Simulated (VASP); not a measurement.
# Al (Fm-3m) in VASP: a series of runs

Al is run at these levels: PBEsol; tasks: single point, relaxation of cell and atoms.

All numbers are computed with VASP 6.6.1; they aren't measurements. Logs are shortened: lines on timing, memory, paths and dates and some standing lists are left out, and cuts for length are marked.

### Step 1. The cell of the first run

Symmetry: Fm-3m, No. 225, cubic system. Conventional cell: a = 4.005 Å, b = 4.005 Å, c = 4.005 Å, α = 90.00°, β = 90.00°, γ = 90.00°. Al (site symmetry m-3m) has 12 Al at 2.83 Å within 3.7 Å.

### Step 2. Single point, PBEsol

INCAR

```
ALGO = Normal ; EDIFF = 1E-6
ENCUT = 500 ; GGA = PS
GGA_COMPAT = F ; ISIF = 2
ISMEAR = 0 ; LASPH = T
LCHARG = F ; LREAL = F
LWAVE = F ; NBANDS = 8
NELM = 120 ; PREC = Accurate
SIGMA = 0.05
```

KPOINTS

```
k-points
0
Gamma
  7 7 7
```

POSCAR

```
Al
1.0
    0.0000000000      2.0024430348      2.0024430348
    2.0024430348      0.0000000000      2.0024430348
    2.0024430348      2.0024430348      0.0000000000
Al
1
Direct
    0.0000000000      0.0000000000      0.0000000000
```

Potentials or basis: VASP PAW PBE potentials, release 64 (Al).

Run with:

```console
cat potpaw_PBE.64/Al/POTCAR > POTCAR
mpirun -np 1 vasp_std > vasp.out
```

OUTCAR:

```text
EDIFF = 1E-6
   ENCUT = 500
   GGA = PS
   ISIF = 2
   ISMEAR = 0
   LASPH = T
   LREAL = F
   NELM = 120
   PREC = Accurate

 ion  position               nearest neighbor table
   1  0.000  0.000  0.000-

  LATTYP: Found a face centered cubic cell.
 ALAT       =     4.0048860696

  Lattice vectors:

 A1 = (   0.0000000000,   2.0024430348,   2.0024430348)
 A2 = (   2.0024430348,   0.0000000000,   2.0024430348)
 A3 = (   2.0024430348,   2.0024430348,   0.0000000000)

Analysis of symmetry for initial positions (statically):
=====================================================================
 Subroutine PRICEL returns:
 Original cell was already a primitive cell.

 Routine SETGRP: Setting up the symmetry group for a
 face centered cubic supercell.

 Subroutine GETGRP returns: Found 48 space group operations
 (whereof 48 operations were pure point group operations)
 out of a pool of 48 trial point group operations.

The static configuration has the point symmetry O_h .

Analysis of symmetry for dynamics (positions and initial velocities):
=====================================================================
 Subroutine PRICEL returns:
 Original cell was already a primitive cell.

 Routine SETGRP: Setting up the symmetry group for a
 face centered cubic supercell.

 Subroutine GETGRP returns: Found 48 space group operations
 (whereof 48 operations were pure point group operations)
 out of a pool of 48 trial point group operations.

The dynamic configuration has the point symmetry O_h .

 Subroutine INISYM returns: Found 48 space group operations
 (whereof 48 operations are pure point group operations),
 and found     1 'primitive' translations

----------------------------------------------------------------------------------------

                                     Primitive cell

  volume of cell :      16.0587

  direct lattice vectors                    reciprocal lattice vectors
     0.000000000  2.002443035  2.002443035    -0.249694993  0.249694993  0.249694993
     2.002443035  0.000000000  2.002443035     0.249694993 -0.249694993  0.249694993
     2.002443035  2.002443035  0.000000000     0.249694993  0.249694993 -0.249694993

  length of vectors
     2.831882098  2.831882098  2.831882098     0.432484415  0.432484415  0.432484415

  position of ions in fractional coordinates (direct lattice)
     0.000000000  0.000000000  0.000000000

  ion indices of the primitive-cell ions
   primitive index   ion index
                 1           1

----------------------------------------------------------------------------------------

 KPOINTS: k-points

Automatic generation of k-mesh.
 Grid dimensions read from file:
 generate k-points for:    7    7    7

 Generating k-lattice:

  Cartesian coordinates                     Fractional coordinates (reciprocal lattice)
    -0.035670713  0.035670713  0.035670713     0.142857143  0.000000000  0.000000000
     0.035670713 -0.035670713  0.035670713     0.000000000  0.142857143  0.000000000
     0.035670713  0.035670713 -0.035670713     0.000000000  0.000000000  0.142857143

  Length of vectors
     0.061783488  0.061783488  0.061783488

  Shift w.r.t. Gamma in fractional coordinates (k-lattice)
     0.000000000  0.000000000  0.000000000

 Subroutine IBZKPT returns following result:
 ===========================================

 Found     20 irreducible k-points:

 Following reciprocal coordinates:
            Coordinates               Weight
  0.000000  0.000000  0.000000      1.000000
  0.142857  0.000000  0.000000      8.000000
  0.285714  0.000000  0.000000      8.000000
  0.428571  0.000000  0.000000      8.000000
  0.142857  0.142857  0.000000      6.000000
  0.285714  0.142857  0.000000     24.000000
[... 12 lines left out ...]
 -0.428571  0.428571  0.142857     24.000000
 -0.285714  0.428571  0.142857     24.000000
   k-points           NKPTS =     20   k-points in BZ     NKDIM =     20   number of bands    NBANDS=      8
   number of dos      NEDOS =    301   number of ions     NIONS =      1
   total plane-waves  NPLWV =  13824
   dimension x,y,z NGX =    24 NGY =   24 NGZ =   24
   dimension x,y,z NGXF=    48 NGYF=   48 NGZF=   48
   ions per type =               1
   NGX,Y,Z   is equivalent  to a cutoff of  14.09, 14.09, 14.09 a.u.
   NGXF,Y,Z  is equivalent  to a cutoff of  28.18, 28.18, 28.18 a.u.
 SYSTEM =  unknown system
   PREC   = accura    normal or accurate (medium, high low for compatibility)
   ISTART =      0    job   : 0-new  1-cont  2-samecut
   ICHARG =      2    charge: 1-file 2-atom 10-const
   ISPIN  =      1    spin polarized calculation?
   LNONCOLLINEAR =      F non collinear calculations
   LSORBIT =      F    spin-orbit coupling
   LASPH  =      T    aspherical Exc in radial PAW
   ENCUT  =  500.0 eV  36.75 Ry    6.06 a.u.   5.16  5.16  5.16*2*pi/ulx,y,z
   NELM   =    120;   NELMIN=  2; NELMDL= -5     # of ELM steps
   EDIFF  = 0.1E-05   stopping-criterion for ELM
   LREAL  =      F    real-space projection
   EDIFFG = 0.1E-04   stopping-criterion for IOM
   NSW    =      0    number of steps for IOM
   IBRION =     -1    ionic relax: 0-MD 1-quasi-New 2-CG
   NFREE  =      0    steps in history (QN), initial steepest desc. (CG)
   ISIF   =      2    stress and relaxation
   ISYM   =      2    0-nonsym 1-usesym 2-fastsym
   POTIM  = 0.5000    time-step for ionic-motion
   TEBEG  =    0.0;   TEEND  =   0.0 temperature during run
   PSTRESS=    0.0 pullay stress
   NELECT =       3.0000    total number of electrons
   NUPDOWN=      -1.0000    fix difference up-down
   EMIN   =  10.00;   EMAX   =-10.00  energy-range for DOS
   EFERMI =   0.00;   METHOD = LEGACY
   ISMEAR =     0;   SIGMA  =   0.05  broadening in eV -4-tet -1-fermi 0-gaus
   EFERMI_NEDOS =   21; number of points for ismear=-14 and -15
   IALGO  =     38    algorithm
   IMIX   =      4    mixing-type and parameters
     AMIX     =   0.40;   BMIX     =  1.00
     AMIX_MAG =   1.60;   BMIX_MAG =  1.00
  volume/ion in A,a.u.               =      16.06       108.37
  Fermi-wavevector in a.u.,A,eV,Ry     =   0.935862  1.768522 11.916491  0.875837
  Thomas-Fermi vector in A             =   2.062813
   LORBIT       =      0    0 simple, 1 ext, 2 COOP (PROOUT), +10 PAW based schemes
   GGA     = PS    functional components
   LHFCALC =     F    Hartree Fock is set to
   AEXX    =    0.0000 exact exchange contribution
   IVDW    =     0    specifies the selected vdW correction
   LEPSILON=     F    determine dielectric tensor
   LRPA    =     F    only Hartree local field effects (RPA)
 non-spin polarized calculation
 Gauss-broadening in eV      SIGMA  =   0.05
  energy-cutoff  :      500.00
  volume of cell :       16.06
 maximum number of plane-waves:       418
 NGX is ok and might be reduce to    24
   NGX = 11   NGY = 11   NGZ = 11

 number of electron       3.0000000 magnetization

 Free energy of the ion-electron system (eV)
  ---------------------------------------------------
  ext. energy  EPLUGINS =         0.00000000
  ---------------------------------------------------
  free energy    TOTEN  =        -4.13895459 eV

  energy without entropy =       -4.13801171  energy(sigma->0) =       -4.13848315

 E-fermi :   8.3621     XC(G=0): -10.3550

 val. band max:        8.3508374961   @ k =  -0.2857   0.2857   0.0000
 cond. band min:       8.4855382628   @ k =  -0.2857   0.4286   0.1429
 fundamental gap:      0.1347007668
 Fermi energy:         8.3620584973

 k-point     1 :       0.0000    0.0000    0.0000
  band No.  band energies     occupation
      1      -3.0817      2.00000
      2      20.9832      0.00000
      3      20.9832      0.00000
      4      20.9832      0.00000
      5      22.6803      0.00000
      6      22.6803      0.00000
      7      22.6803      0.00000
      8      24.9250      0.00000

 k-point     2 :       0.1429    0.0000    0.0000
  band No.  band energies     occupation
      1      -2.5180      2.00000
      2      15.9391      0.00000
      3      19.9379      0.00000
      4      19.9379      0.00000
      5      23.1682      0.00000
      6      24.4642      0.00000
      7      24.4642      0.00000
      8      25.8311      0.00000

 k-point     3 :       0.2857    0.0000    0.0000
  band No.  band energies     occupation
      1      -0.8405      2.00000
      2      10.4108      0.00000
      3      19.2248      0.00000
      4      19.2248      0.00000
      5      22.5904      0.00000
      6      22.5904      0.00000
      7      22.7934      0.00000
      8      26.6692      0.00000

 k-point     4 :       0.4286    0.0000    0.0000
  band No.  band energies     occupation
      1       1.9098      2.00000
      2       5.6949      2.00000
      3      19.4104      0.00000
      4      19.4104      0.00000
      5      20.5442      0.00000
      6      20.5442      0.00000
      7      23.1368      0.00000
      8      24.5005      0.00000

 k-point     5 :       0.1429    0.1429    0.0000
  band No.  band energies     occupation
      1      -2.3305      2.00000
      2      17.9106      0.00000
      3      17.9106      0.00000
      4      18.0396      0.00000
      5      21.2270      0.00000
      6      22.1268      0.00000
      7      26.8152      0.00000
      8      26.8152      0.00000
[... 133 lines left out ...]
 k-point    18 :      -0.4286    0.2857    0.1429
  band No.  band energies     occupation
      1       3.3478      2.00000
      2       7.0621      2.00000
      3      12.1518      0.00000
      4      13.4896      0.00000
      5      21.7344      0.00000
      6      23.0166      0.00000
      7      26.4832      0.00000
      8      30.3996      0.00000

 k-point    19 :      -0.4286    0.4286    0.1429
  band No.  band energies     occupation
      1       4.2155      2.00000
      2       9.3405      0.00000
      3       9.7321      0.00000
      4      11.4266      0.00000
      5      19.4448      0.00000
      6      21.5354      0.00000
      7      28.2685      0.00000
      8      32.1483      0.00000

 k-point    20 :      -0.2857    0.4286    0.1429
  band No.  band energies     occupation
      1       6.3136      2.00000
      2       6.9720      2.00000
      3       8.4855      0.00048
      4      11.6174      0.00000
      5      21.1360      0.00000
      6      25.6648      0.00000
      7      26.2474      0.00000
      8      27.9415      0.00000

------------------------ aborting loop because EDIFF is reached ----------------------------------------

  FORCE on cell =-STRESS in cart. coord.  units (eV):
  Direction    XX          YY          ZZ          XY          YZ          ZX
  --------------------------------------------------------------------------------------
  -------------------------------------------------------------------------------------
  Total        0.0075391      0.0075391      0.0075391      0.0000000     -0.0000000     -0.0000000
  in kB        0.7521760      0.7521760      0.7521760      0.0000000     -0.0000000     -0.0000000
  external PRESSURE =       0.7521760 kB  Pullay stress =       0.0000000 kB

 VOLUME and BASIS-vectors are now :
 -----------------------------------------------------------------------------
  energy-cutoff  :      500.00
  volume of cell :       16.06
      direct lattice vectors                 reciprocal lattice vectors
     0.000000000  2.002443035  2.002443035    -0.249694993  0.249694993  0.249694993
     2.002443035  0.000000000  2.002443035     0.249694993 -0.249694993  0.249694993
     2.002443035  2.002443035  0.000000000     0.249694993  0.249694993 -0.249694993

 POSITION                                       TOTAL-FORCE (eV/Angst)
 -----------------------------------------------------------------------------------
      0.00000      0.00000      0.00000         0.000000      0.000000      0.000000
 -----------------------------------------------------------------------------------
    total drift:                                0.000000     -0.000000     -0.000000

  FREE ENERGIE OF THE ION-ELECTRON SYSTEM (eV)
  ---------------------------------------------------
  free  energy   TOTEN  =        -4.1389545916 eV

  energy  without entropy=       -4.1380117138  energy(sigma->0) =       -4.13848315
```

It took 3.3 s on 1 thread of Intel Xeon 8259CL, shared host; peak memory 0.13 GiB.

Results:

* Free energy: -4.1390 eV
* Pressure: 0.1 GPa
* Band gap on the k mesh: zero (an odd number of electrons rules out a gap without spin polarisation)

Levels at points of the mesh, in eV from the Fermi level:
```
           k point  band 1  band 2  band 3  band 4  band 5  band 6
(0.00, 0.00, 0.00)  -11.44   12.62   12.62   12.62   14.32   14.32
```

Caveat: the k points lie up to 0.39 Å⁻¹ apart, too coarse for converged energies and pressures of a metal; the PAW data sets were made with another functional, which shifts forces and pressure a little.

### Step 3. Relaxation of cell and atoms, PBEsol

This run uses another cell than the first one, of 16.60 Å³/atom.

INCAR

```
  ALGO = Normal
  EDIFF = 1E-7
  EDIFFG = -0.01
  ENCUT = 500
  GGA = PS
  GGA_COMPAT = F
  IBRION = 2
  ISIF = 3
  ISMEAR = 0
  LASPH = T
  LCHARG = F
  LREAL = F
  LWAVE = F
  NELM = 120
  NELMIN = 4
  NSW = 60
  PREC = Accurate
  SIGMA = 0.05
```

KPOINTS is that of step 2.

POSCAR

```
Al
1.0
    0.0000000000      2.0248100000      2.0248100000
    2.0248100000      0.0000000000      2.0248100000
    2.0248100000      2.0248100000      0.0000000000
Al
1
Direct
    0.0000000000      0.0000000000      0.0000000000
```

Potentials or basis: VASP PAW PBE potentials, release 64 (Al).

Run with:

```console
cat potpaw_PBE.64/Al/POTCAR > POTCAR
mpirun -np 1 vasp_std > vasp.out
```

Wall time 6.6 s (1 thread of Intel Xeon 8259CL, shared host); peak memory 0.13 GiB.

It converged, with:

| Quantity | Value |
| --- | --- |
| Free energy | -4.1390 eV |
| Relaxed volume | 16.07 Å³/atom |
| Relaxed cell | a = 2.833 Å, b = 2.833 Å, c = 2.833 Å, α = 60.00°, β = 60.00°, γ = 60.00° |
| Space group after relaxing (to 0.1 Å) | Fm-3m (No. 225) |
| Energy gained by relaxing | 4.5 meV/atom |
| Ionic steps | 3 |
| Pressure after relaxing | 0.0 GPa |
| Band gap on the k mesh | zero (an odd number of electrons rules out a gap without spin polarisation) |

Step by step:
| step | energy change (eV) | largest force (eV/Å) | pressure (GPa) | volume (Å³) |
| --- | --- | --- | --- | --- |
| 1 | 0.0000 | 0.0000 | -2.59 | 16.60 |
| 2 | -0.0043 | 0.0000 | 0.60 | 15.97 |
| 3 | -0.0045 | 0.0000 | 0.01 | 16.07 |

Final structure:
```xyz
1
Lattice="0.0000 2.0029 2.0029 2.0029 0.0000 2.0029 2.0029 2.0029 0.0000" Properties=species:S:1:pos:R:3 pbc="T T T"
Al    0.0000    0.0000    0.0000
```

Levels at points of the mesh, in eV from the Fermi level:
```csv
k point,band 1,band 2,band 3,band 4,band 5
"(0.00, 0.00, 0.00)",-11.44,12.62,12.62,12.62,14.31
```

Caveat: the k points lie up to 0.39 Å⁻¹ apart in the final cell, too coarse for converged energies and pressures of a metal; the PAW data sets were made with another functional, which shifts forces and pressure a little.
